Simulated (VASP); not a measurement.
# P (P4/mmm) in VASP: a series of runs

Runs on P. Level: r2SCAN. Tasks: single point.

All numbers are computed with VASP 6.6.1; they aren't measurements. Logs are shortened: lines on timing, memory, paths and dates and some standing lists are left out, and cuts for length are marked.

**1. The cell of the first run**

Symmetry: P4/mmm, No. 123, tetragonal system. Conventional cell: a = 4.511 Å, b = 4.511 Å, c = 3.928 Å, α = 90.00°, β = 90.00°, γ = 90.00°. Within 5.2 Å of P (site symmetry 4/mmm) lie 6 P at 3.93 to 4.51 Å.

**2. Single point, r2SCAN**

The input, POSCAR:

```
P
1.0
    4.5107654724      0.0000000000      0.0000000000
    0.0000000000      4.5107654724      0.0000000000
    0.0000000000      0.0000000000      3.9284543215
P
1
Direct
    0.0000000000      0.0000000000      0.0000000000
```

The input, INCAR.step1:

```
SYSTEM = P
ALGO = Normal ; EDIFF = 1E-4
ENCUT = 520 ; GGA = PE
ISMEAR = 0 ; LASPH = .True.
LCHARG = .False. ; LREAL = .False.
LWAVE = .True. ; NBANDS = 8
NELM = 100 ; PREC = Accurate
SIGMA = 0.15
```

The input, INCAR.step2:

```
SYSTEM = P
ALGO = Normal ; EDIFF = 1E-7
ENCUT = 520 ; ISIF = 2
ISMEAR = 0 ; ISTART = 1
LASPH = .True. ; LCHARG = .True.
LELF = .True. ; LMIXTAU = .True.
LREAL = .False. ; LVHAR = .True.
LWAVE = .False. ; METAGGA = R2SCAN
NBANDS = 8 ; NELM = 100
PREC = Accurate ; SIGMA = 0.15
```

The input, KPOINTS:

```
k-points
0
Gamma
  12 12 12
  0 0 0
```

Potentials or basis: VASP PAW PBE potentials, release 64 (P).

The run is started by

```console
$ cat potpaw_PBE.64/P/POTCAR > POTCAR
$ cp INCAR.step1 INCAR
$ mpirun -np 1 vasp_std > vasp.out
$ cp INCAR.step2 INCAR
$ mpirun -np 1 vasp_std > vasp.out
```

OUTCAR:

```text
SYSTEM = P
   EDIFF = 1E-7
   ENCUT = 520
   ISIF = 2
   ISMEAR = 0
   ISTART = 1
   LASPH = .True.
   LREAL = .False.
   METAGGA = R2SCAN
   NELM = 100
   PREC = Accurate

 ion  position               nearest neighbor table
   1  0.000  0.000  0.000-

  LATTYP: Found a simple tetragonal cell.
 ALAT       =     4.5107654724
 C/A-ratio  =     0.8709063563

  Lattice vectors:

 A1 = (   4.5107654724,   0.0000000000,   0.0000000000)
 A2 = (   0.0000000000,   4.5107654724,   0.0000000000)
 A3 = (   0.0000000000,   0.0000000000,   3.9284543215)

Analysis of symmetry for initial positions (statically):
=====================================================================
 Subroutine PRICEL returns:
 Original cell was already a primitive cell.

 Routine SETGRP: Setting up the symmetry group for a
 simple tetragonal supercell.

 Subroutine GETGRP returns: Found 16 space group operations
 (whereof 16 operations were pure point group operations)
 out of a pool of 16 trial point group operations.

The static configuration has the point symmetry D_4h.

Analysis of symmetry for dynamics (positions and initial velocities):
=====================================================================
 Subroutine PRICEL returns:
 Original cell was already a primitive cell.

 Routine SETGRP: Setting up the symmetry group for a
 simple tetragonal supercell.

 Subroutine GETGRP returns: Found 16 space group operations
 (whereof 16 operations were pure point group operations)
 out of a pool of 16 trial point group operations.

The dynamic configuration has the point symmetry D_4h.

 Subroutine INISYM returns: Found 16 space group operations
 (whereof 16 operations are pure point group operations),
 and found     1 'primitive' translations

----------------------------------------------------------------------------------------

                                     Primitive cell

  volume of cell :      79.9323

  direct lattice vectors                    reciprocal lattice vectors
     4.510765472  0.000000000  0.000000000     0.221691863  0.000000000  0.000000000
     0.000000000  4.510765472  0.000000000     0.000000000  0.221691863  0.000000000
     0.000000000  0.000000000  3.928454321     0.000000000  0.000000000  0.254553043

  length of vectors
     4.510765472  4.510765472  3.928454321     0.221691863  0.221691863  0.254553043

  position of ions in fractional coordinates (direct lattice)
     0.000000000  0.000000000  0.000000000

  ion indices of the primitive-cell ions
   primitive index   ion index
                 1           1

----------------------------------------------------------------------------------------

 KPOINTS: k-points

Automatic generation of k-mesh.
 Grid dimensions read from file:
 generate k-points for:   12   12   12

 Generating k-lattice:

  Cartesian coordinates                     Fractional coordinates (reciprocal lattice)
     0.018474322  0.000000000  0.000000000     0.083333333  0.000000000  0.000000000
     0.000000000  0.018474322  0.000000000     0.000000000  0.083333333  0.000000000
     0.000000000  0.000000000  0.021212754     0.000000000  0.000000000  0.083333333

  Length of vectors
     0.018474322  0.018474322  0.021212754

  Shift w.r.t. Gamma in fractional coordinates (k-lattice)
     0.000000000  0.000000000  0.000000000

 Subroutine IBZKPT returns following result:
 ===========================================

 Found    196 irreducible k-points:

 Following reciprocal coordinates:
            Coordinates               Weight
  0.000000  0.000000  0.000000      1.000000
  0.083333  0.000000  0.000000      4.000000
  0.166667  0.000000  0.000000      4.000000
  0.250000  0.000000  0.000000      4.000000
  0.333333  0.000000  0.000000      4.000000
  0.416667  0.000000  0.000000      4.000000
[... 16 lines left out ...]
  0.333333  0.333333  0.000000      4.000000
  0.416667  0.333333  0.000000      8.000000
 [... further k-points ...]
   k-points           NKPTS =    196   k-points in BZ     NKDIM =    196   number of bands    NBANDS=      8
   number of dos      NEDOS =    301   number of ions     NIONS =      1
   total plane-waves  NPLWV =  38880
   dimension x,y,z NGX =    36 NGY =   36 NGZ =   30
   dimension x,y,z NGXF=    72 NGYF=   72 NGZF=   60
   ions per type =               1
   NGX,Y,Z   is equivalent  to a cutoff of  13.27, 13.27, 12.70 a.u.
   NGXF,Y,Z  is equivalent  to a cutoff of  26.54, 26.54, 25.39 a.u.
 SYSTEM =  P
   PREC   = accura    normal or accurate (medium, high low for compatibility)
   ISTART =      1    job   : 0-new  1-cont  2-samecut
   ICHARG =      0    charge: 1-file 2-atom 10-const
   ISPIN  =      1    spin polarized calculation?
   LNONCOLLINEAR =      F non collinear calculations
   LSORBIT =      F    spin-orbit coupling
   LASPH  =      T    aspherical Exc in radial PAW
   ENCUT  =  520.0 eV  38.22 Ry    6.18 a.u.   8.39  8.39  7.30*2*pi/ulx,y,z
   NELM   =    100;   NELMIN=  2; NELMDL=  0     # of ELM steps
   EDIFF  = 0.1E-06   stopping-criterion for ELM
   LREAL  =      F    real-space projection
   EDIFFG = 0.1E-05   stopping-criterion for IOM
   NSW    =      0    number of steps for IOM
   IBRION =     -1    ionic relax: 0-MD 1-quasi-New 2-CG
   NFREE  =      0    steps in history (QN), initial steepest desc. (CG)
   ISIF   =      2    stress and relaxation
   ISYM   =      2    0-nonsym 1-usesym 2-fastsym
   POTIM  = 0.5000    time-step for ionic-motion
   TEBEG  =    0.0;   TEEND  =   0.0 temperature during run
   PSTRESS=    0.0 pullay stress
   NELECT =       5.0000    total number of electrons
   NUPDOWN=      -1.0000    fix difference up-down
   EMIN   =  10.00;   EMAX   =-10.00  energy-range for DOS
   EFERMI =   0.00;   METHOD = LEGACY
   ISMEAR =     0;   SIGMA  =   0.15  broadening in eV -4-tet -1-fermi 0-gaus
   EFERMI_NEDOS =   21; number of points for ismear=-14 and -15
   IALGO  =     38    algorithm
   IMIX   =      4    mixing-type and parameters
     AMIX     =   0.40;   BMIX     =  1.00
     AMIX_MAG =   1.60;   BMIX_MAG =  1.00
  volume/ion in A,a.u.               =      79.93       539.41
  Fermi-wavevector in a.u.,A,eV,Ry     =   0.649866  1.228069  5.746099  0.422326
  Thomas-Fermi vector in A             =   1.718961
   LORBIT       =      0    0 simple, 1 ext, 2 COOP (PROOUT), +10 PAW based schemes
   METAGGA = R2SCAN    functional components
   LHFCALC =     F    Hartree Fock is set to
   AEXX    =    0.0000 exact exchange contribution
   IVDW    =     0    specifies the selected vdW correction
   LEPSILON=     F    determine dielectric tensor
   LRPA    =     F    only Hartree local field effects (RPA)
 non-spin polarized calculation
 Gauss-broadening in eV      SIGMA  =   0.15
  energy-cutoff  :      520.00
  volume of cell :       79.93
 maximum number of plane-waves:      2179
 NGX is ok and might be reduce to    36

 number of electron       4.9999999 magnetization

 Free energy of the ion-electron system (eV)
  ---------------------------------------------------
  ext. energy  EPLUGINS =         0.00000000
  ---------------------------------------------------
  free energy    TOTEN  =        -4.38004359 eV

  energy without entropy =       -4.33578823  energy(sigma->0) =       -4.35791591

 E-fermi :  -3.2183     XC(G=0):  -5.1762

 val. band max:       -3.2188384960   @ k =   0.3333   0.3333   0.5000
 cond. band min:      -3.2163824319   @ k =   0.1667   0.0000   0.0833
 fundamental gap:      0.0024560641
 Fermi energy:        -3.2183363284

 k-point     1 :       0.0000    0.0000    0.0000
  band No.  band energies     occupation
      1     -12.4499      2.00000
      2      -2.9131      0.00401
      3      -2.9131      0.00401
      4      -2.1560      0.00000
      5       1.7868      0.00000
      6       4.5934      0.00000
      7       5.2086      0.00000
      8       8.9627      0.00000

 k-point     2 :       0.0833    0.0000    0.0000
  band No.  band energies     occupation
      1     -12.4423      2.00000
      2      -3.0053      0.04456
      3      -2.9058      0.00321
      4      -2.1505      0.00000
      5       1.9008      0.00000
      6       4.6711      0.00000
      7       5.2401      0.00000
      8       8.5245      0.00000

 k-point     3 :       0.1667    0.0000    0.0000
  band No.  band energies     occupation
      1     -12.4213      2.00000
      2      -3.2382      1.14829
      3      -2.8855      0.00170
      4      -2.1353      0.00000
      5       2.1997      0.00000
      6       4.8658      0.00000
      7       5.3245      0.00000
      8       7.9003      0.00000

 k-point     4 :       0.2500    0.0000    0.0000
  band No.  band energies     occupation
      1     -12.3921      2.00000
      2      -3.5221      1.99582
      3      -2.8574      0.00067
      4      -2.1142      0.00000
      5       2.6030      0.00000
      6       5.0497      0.00000
      7       5.4195      0.00000
      8       7.3578      0.00000

 k-point     5 :       0.3333    0.0000    0.0000
  band No.  band energies     occupation
      1     -12.3623      2.00000
      2      -3.7772      2.00000
      3      -2.8288      0.00024
      4      -2.0929      0.00000
      5       3.0531      0.00000
      6       5.0041      0.00000
      7       5.5125      0.00000
      8       6.9466      0.00000

 k-point     6 :       0.4167    0.0000    0.0000
  band No.  band energies     occupation
      1     -12.3401      2.00000
      2      -3.9500      2.00000
      3      -2.8076      0.00011
      4      -2.0772      0.00000
      5       3.5096      0.00000
      6       4.6858      0.00000
      7       5.6173      0.00000
      8       6.6907      0.00000

 k-point     7 :       0.5000    0.0000    0.0000
  band No.  band energies     occupation
      1     -12.3320      2.00000
      2      -4.0108      2.00000
      3      -2.7997      0.00008
      4      -2.0714      0.00000
      5       3.7988      0.00000
      6       4.4208      0.00000
      7       5.6621      0.00000
      8       6.6039      0.00000
[... 133 lines left out ...]
 k-point    20 :       0.3333    0.2500    0.0000
  band No.  band energies     occupation
      1     -12.3072      2.00000
      2      -3.6795      1.99999
      3      -3.3789      1.87002
      4      -2.0538      0.00000
      5       3.4007      0.00000
      6       5.0131      0.00000
      7       5.9855      0.00000
      8       6.4912      0.00000

 k-point    21 :       0.4167    0.2500    0.0000
  band No.  band energies     occupation
      1     -12.2858      2.00000
      2      -3.8426      2.00000
      3      -3.3469      1.77448
      4      -2.0387      0.00000
      5       3.4852      0.00000
      6       4.8983      0.00000
      7       6.1022      0.00000
      8       6.6901      0.00000

 k-point    22 :       0.5000    0.2500    0.0000
  band No.  band energies     occupation
      1     -12.2778      2.00000
      2      -3.9006      2.00000
      3      -3.3345      1.72651
      4      -2.0332      0.00000
      5       3.5029      0.00000
      6       4.8686      0.00000
      7       6.1475      0.00000
      8       6.7461      0.00000

 k-point    23 :       0.3333    0.3333    0.0000
  band No.  band energies     occupation
      1     -12.2789      2.00000
      2      -3.6512      1.99996
      3      -3.5920      1.99957
      4      -2.0339      0.00000
      5       3.3144      0.00000
      6       5.1334      0.00000
      7       6.3458      0.00000
      8       6.5457      0.00000

 k-point    24 :       0.4167    0.3333    0.0000
  band No.  band energies     occupation
      1     -12.2578      2.00000
      2      -3.7859      2.00000
      3      -3.5798      1.99935
      4      -2.0192      0.00000
      5       3.1905      0.00000
      6       5.2708      0.00000
      7       6.4806      0.00000
      8       6.7503      0.00000

 [... further k-points ...]

------------------------ aborting loop because EDIFF is reached ----------------------------------------

  FORCE on cell =-STRESS in cart. coord.  units (eV):
  Direction    XX          YY          ZZ          XY          YZ          ZX
  --------------------------------------------------------------------------------------
  -------------------------------------------------------------------------------------
  Total       -1.5829470     -1.5829470     -2.8055056      0.0000000      0.0000000      0.0000000
  in kB      -31.7288813    -31.7288813    -56.2340709      0.0000000      0.0000000      0.0000000
  external PRESSURE =     -39.8972778 kB  Pullay stress =       0.0000000 kB

 VOLUME and BASIS-vectors are now :
 -----------------------------------------------------------------------------
  energy-cutoff  :      520.00
  volume of cell :       79.93
      direct lattice vectors                 reciprocal lattice vectors
     4.510765472  0.000000000  0.000000000     0.221691863  0.000000000  0.000000000
     0.000000000  4.510765472  0.000000000     0.000000000  0.221691863  0.000000000
     0.000000000  0.000000000  3.928454321     0.000000000  0.000000000  0.254553043

 POSITION                                       TOTAL-FORCE (eV/Angst)
 -----------------------------------------------------------------------------------
      0.00000      0.00000      0.00000         0.000000      0.000000      0.000000
 -----------------------------------------------------------------------------------
    total drift:                                0.000000      0.000000     -0.000000

  FREE ENERGIE OF THE ION-ELECTRON SYSTEM (eV)
  ---------------------------------------------------
  free  energy   TOTEN  =        -4.3800435917 eV

  energy  without entropy=       -4.3357882257  energy(sigma->0) =       -4.35791591
```

It took 2.1 min on 1 thread of Intel Xeon 6975P-C (Granite Rapids), shared host; peak memory 0.26 GiB.

Results:

```yaml
Free_energy: -4.3800 eV
Pressure: -4.0 GPa
Band_gap_on_the_k_mesh: zero (an odd number of electrons rules out a gap without spin polarisation)
```

Caveat: the cell stands under tension; the PAW data sets were made with another functional, which shifts forces and pressure a little.

**3. Single point, r2SCAN**

This run uses another cell than the first one, of the same volume but with other edges.

The input, POSCAR:

```
P
1.0
    4.0209574188      0.0000000000      0.0000000000
    0.0000000000      4.0209574188      0.0000000000
    0.0000000000      0.0000000000      4.9438268813
P
1
Direct
    0.0000000000      0.0000000000      0.0000000000
```

The input, INCAR.step1:

```
SYSTEM = P
PREC     = Accurate       ! precision mode
ENCUT    = 520            ! plane-wave cutoff, eV
ISMEAR   = 0              ! smearing method
SIGMA    = 0.15           ! smearing width, eV
LREAL    = .FALSE.        ! projectors in reciprocal space
LASPH    = .TRUE.         ! aspherical terms in the spheres
NELM     = 60             ! most SCF steps
NBANDS   = 8              ! bands
GGA      = PE             ! functional
ALGO     = Normal         ! electronic algorithm
EDIFF    = 1E-4           ! SCF threshold, eV
LWAVE    = .TRUE.         ! write WAVECAR
LCHARG   = .FALSE.        ! write CHGCAR
```

The input, INCAR.step2:

```
SYSTEM = P
PREC     = Accurate       ! precision mode
ENCUT    = 520            ! plane-wave cutoff, eV
EDIFF    = 1E-7           ! SCF threshold, eV
ISMEAR   = 0              ! smearing method
SIGMA    = 0.15           ! smearing width, eV
LREAL    = .FALSE.        ! projectors in reciprocal space
LASPH    = .TRUE.         ! aspherical terms in the spheres
NELM     = 60             ! most SCF steps
ALGO     = Normal         ! electronic algorithm
ISIF     = 2              ! what is computed and relaxed
LWAVE    = .FALSE.        ! write WAVECAR
LCHARG   = .FALSE.        ! write CHGCAR
METAGGA  = R2SCAN         ! meta-GGA
LMIXTAU  = .TRUE.       
NBANDS   = 8              ! bands
ISTART   = 1
```

The input, KPOINTS:

```
Automatic mesh
0
G
  12 12 12
  0 0 0
```

Potentials or basis: VASP PAW PBE potentials, release 64 (P).

The run is started by

```console
$ cat potpaw_PBE.64/P/POTCAR > POTCAR
$ cp INCAR.step1 INCAR
$ mpirun -np 1 vasp_std > vasp.out
$ cp INCAR.step2 INCAR
$ mpirun -np 1 vasp_std > vasp.out
```

It took 2.9 min on 1 thread of Intel Xeon 6975P-C (Granite Rapids), shared host; peak memory 0.25 GiB.

It converged, with:

| Property | Result |
| --- | --- |
| Free energy | -4.4503 eV |
| Pressure | -4.1 GPa |
| Band gap on the k mesh | zero (an odd number of electrons rules out a gap without spin polarisation) |

Stress tensor (GPa, compression positive):
```
-5.33  0.00  0.00
 0.00 -5.33  0.00
 0.00  0.00 -1.59
```

Levels at points of the mesh, in eV from the Fermi level:
| k point | band 1 | band 2 | band 3 | band 4 | band 5 | band 6 |
| --- | --- | --- | --- | --- | --- | --- |
| (0.00, 0.00, 0.00) | -9.26 | -0.01 | 0.88 | 0.88 | 5.00 | 7.87 |
| (0.50, 0.00, 0.00) | -8.96 | -1.06 | 0.28 | 1.10 | 7.21 | 7.96 |
| (0.50, 0.50, 0.00) | -8.68 | -0.65 | -0.65 | 0.54 | 6.31 | 9.07 |
| (0.00, 0.00, 0.50) | -9.21 | -0.68 | 0.92 | 0.92 | 7.07 | 7.31 |
| (0.50, 0.00, 0.50) | -8.91 | -0.95 | -0.24 | 1.13 | 6.13 | 8.97 |
| (0.50, 0.50, 0.50) | -8.64 | -0.56 | -0.56 | 0.11 | 6.97 | 7.73 |

Caveat: the cell stands under tension; the PAW data sets were made with another functional, which shifts forces and pressure a little.
